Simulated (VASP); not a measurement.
Wanted: the native input for a VASP 6.6.1 run.

```
Task                   : single point
Functional             : PBE
Potentials or basis    : VASP PAW PBE potentials, release 64 (Cu)
Cutoff                 : 520 eV
k mesh                 : 17 × 17 × 17
Occupations            : fermi-dirac, width 0.05 eV
Spin                   : no spin polarisation
Dipole correction      : no
Further INCAR settings : ALGO = Normal; EDIFF = 1e-06; NBANDS = 18
```

The structure of Cu lies in POSCAR:

```
Cu
1.0
   -2.1131407043      2.1131407043      1.1222902843
    2.1131407043     -2.1131407043      1.1222902843
    2.1131407043      2.1131407043     -1.1222902843
Cu
2
Direct
   -0.3750000000     -0.1250000000     -0.2500000000
    0.3750000000      0.1250000000      0.2500000000
```

The input as run:

INCAR

```
  ALGO = Normal
  EDIFF = 1E-6
  ENCUT = 520
  GGA = PE
  ISIF = 2
  ISMEAR = -1
  LASPH = True
  LCHARG = False
  LREAL = False
  LWAVE = False
  NBANDS = 18
  NELM = 80
  PREC = Accurate
  SIGMA = 0.05
```

KPOINTS

```
k-points
0
Gamma
  17 17 17
```

Potentials or basis: VASP PAW PBE potentials, release 64 (Cu).

Launch:

```console
$ cat potpaw_PBE.64/Cu/POTCAR > POTCAR
$ mpirun -np 1 vasp_std > vasp.out
```

Results of the run:

```json
{
 "Pressure": "62.4 GPa",
 "Band gap on the k mesh": "zero (bands 11 and 12 overlap by 5.31 eV)"
}
```

Caveat: the cell stands under pressure.

Wall time 69 s on 1 thread of Intel(R) Xeon(R) Platinum 8259CL CPU @ 2.50GHz (Skylake/Cascade Lake), with other jobs on the host, peak memory 0.23 GiB.
